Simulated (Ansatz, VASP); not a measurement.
## Two plane-wave programs on CuSn2O2

Contents of INCAR:

```
PREC     = Accurate       # precision mode
ENCUT    = 520            # plane-wave cutoff, eV
EDIFF    = 1E-6           # SCF threshold, eV
ISMEAR   = 0              # smearing method
SIGMA    = 0.05           # smearing width, eV
LREAL    = F              # projectors in reciprocal space
LASPH    = T              # aspherical terms in the spheres
NELM     = 150            # most SCF steps
ALGO     = Normal         # electronic algorithm
ISIF     = 2              # what is computed and relaxed
LWAVE    = F              # write WAVECAR
LCHARG   = T              # write CHGCAR
ISPIN    = 2              # spin polarisation
MAGMOM   = 0 0 0 0 1      # initial moments
LORBIT   = 11             # projections on sites
LMAXMIX  = 4              # l up to which the mixer works
LDIPOL   = T            
IDIPOL   = 3            
DIPOL    = 0.5 0.5 0.303
GGA      = PE             # functional
IVDW     = 12             # dispersion correction
LELF     = T              # ELF
LVHAR    = T            
LVACPOTAV= T            
NBANDS   = 38             # bands
```

The input KPOINTS:

```
regular mesh
0
Gamma
  7 7 1
```

File POSCAR:

```
CuSn2O2
1.0
    3.8201708766      0.0000000000      0.0000000000
    0.0000000000      3.8201708766      0.0000000000
    0.0000000000      0.0000000000     19.3630360333
Sn O Cu
2 2 1
Direct
    0.5000000000      0.0000000000      0.2065791745
    0.0000000000      0.5000000000      0.3286176828
    0.0000000000      0.0000000000      0.2675984287
    0.5000000000      0.5000000000      0.2675984287
    0.1250000000      0.6250000000      0.4422362288
```

Input for Ansatz:

```yaml
crystal:
  lattice:
    - [3.8201708766, 0.0, 0.0]
    - [0.0, 3.8201708766, 0.0]
    - [0.0, 0.0, 19.3630360333]
  atoms:
    - { symbol: Sn, position: [0.5, 0.0, 0.2065791745] }
    - { symbol: O, position: [0.0, 0.0, 0.2675984287] }
    - { symbol: O, position: [0.5, 0.5, 0.2675984287] }
    - { symbol: Sn, position: [0.0, 0.5, 0.3286176828] }
    - { symbol: Cu, position: [0.125, 0.625, 0.4422362288], spin: 1.0 }
basis:
  ecutwfc: 420
kpoints:
  mp_grid: { grid: [7, 7, 1] }
hamiltonian:
  xc: pbe
  pseudopotentials: { kind: paw, azcp: { folder: soft_1 } }
  dispersion: d3bj
scf:
  occupations: { method: gaussian, width: 0.05 }
output:
  forces: true
  eigenvalues: true
  populations: true
magnetization:
  spin_polarized: true
efield:
  axis: 3
  dipole_correction: true
  ramp_width: 0.04
```

Alike in both runs: task single point; functional PBE; dispersion D3(BJ); k mesh 7 × 7 × 1; occupations gaussian, width 0.05 eV; collinear spin.

|  | VASP | Ansatz |
| --- | --- | --- |
| version | VASP 6.6.1 | Ansatz 0.2.0 |
| potentials or method | VASP PAW PBE potentials, release 64 (Sn_d, O, Cu), cutoff 520 eV | scalar-relativistic, plane waves, PAW |
| valence electrons in the cell | 51 | 59 |

|  | VASP | Ansatz | Ansatz less VASP |
| --- | --- | --- | --- |
| gap on the k mesh at the Fermi level (eV) | none | none | - |
| rms of the force components (eV/Å) | 0.697 | 0.696 | -0.0009 |
| net moment per atom (μB) | 0.07 | 0.07 | 0.000 |
| size of the moment on the site where the two differ most (μB) | 0.04 | 0.02 | -0.023 |
| work function, face that differs most (eV) | 4.21 | 4.22 | +0.016 |

Site moments also hang on the region over which each program counts them. A gap of «none» marks a metal or a gap that the smearing closes. VASP's potentials hold 51 valence electrons a cell and Ansatz's 59, so a difference there can come from the potentials and not from the codes. Ansatz's warnings: stability check not made.
